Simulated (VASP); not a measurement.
Wanted: the native input for a VASP 6.6.1 run.

```
Task                   : relaxation of cell and atoms
Functional             : PBEsol
Potentials or basis    : VASP PAW PBE potentials, release 64 (Ti_sv, B)
Cutoff                 : 500 eV
k mesh                 : 10 × 10 × 10
Occupations            : fermi-dirac, width 0.05 eV
Spin                   : no spin polarisation
Dipole correction      : no
Further INCAR settings : ALGO = Normal; EDIFF = 1e-07; IBRION = 2; EDIFFG = -0.01; NSW = 80; ISIF = 3
```

The structure of TiB lies in POSCAR:

```
TiB
1.0
    0.0000000000      2.1000000000      2.1000000000
    2.1000000000      0.0000000000      2.1000000000
    2.1000000000      2.1000000000      0.0000000000
Ti B
1 1
Direct
    0.0000000000      0.0000000000      0.0000000000
    0.2500000000      0.2500000000      0.2500000000
```

The input as run:

INCAR

```
SYSTEM = TiB
ALGO = Normal
EDIFF = 1E-7
EDIFFG = -0.01
ENCUT = 500
GGA = PS
GGA_COMPAT = .False.
IBRION = 2
ISIF = 3
ISMEAR = -1
LASPH = .True.
LCHARG = .False.
LREAL = .False.
LWAVE = .False.
NELM = 120
NELMIN = 4
NSW = 80
PREC = Accurate
SIGMA = 0.05
```

KPOINTS

```
k-points
0
Gamma
  10 10 10
  0 0 0
```

Potentials or basis: VASP PAW PBE potentials, release 64 (Ti_sv, B).

Run with:

```bash
$ cat potpaw_PBE.64/Ti_sv/POTCAR potpaw_PBE.64/B/POTCAR > POTCAR
$ mpirun -np 1 vasp_std > vasp.out
```

Results of the run:

The relaxed volume is 14.70 Å³/atom and the relaxed cell is a = 3.465 Å, b = 3.465 Å, c = 3.465 Å, α = 60.00°, β = 60.00°, γ = 60.00°. The space group after relaxing (to 0.1 Å) is F-43m (No. 216), the energy gained by relaxing is 1360.3 meV/atom and the ionic steps are 4. The pressure after relaxing is 0.0 GPa. The band gap on the k mesh is zero (an odd number of electrons rules out a gap without spin polarisation).

Caveat: the volume moved by over 15 % at a fixed basis, so the end points are rough; the PAW data sets were made with another functional, which shifts forces and pressure a little.

It took 55 s on 1 thread of Intel Xeon 8259CL, with other jobs on the host, peak memory 0.14 GiB.
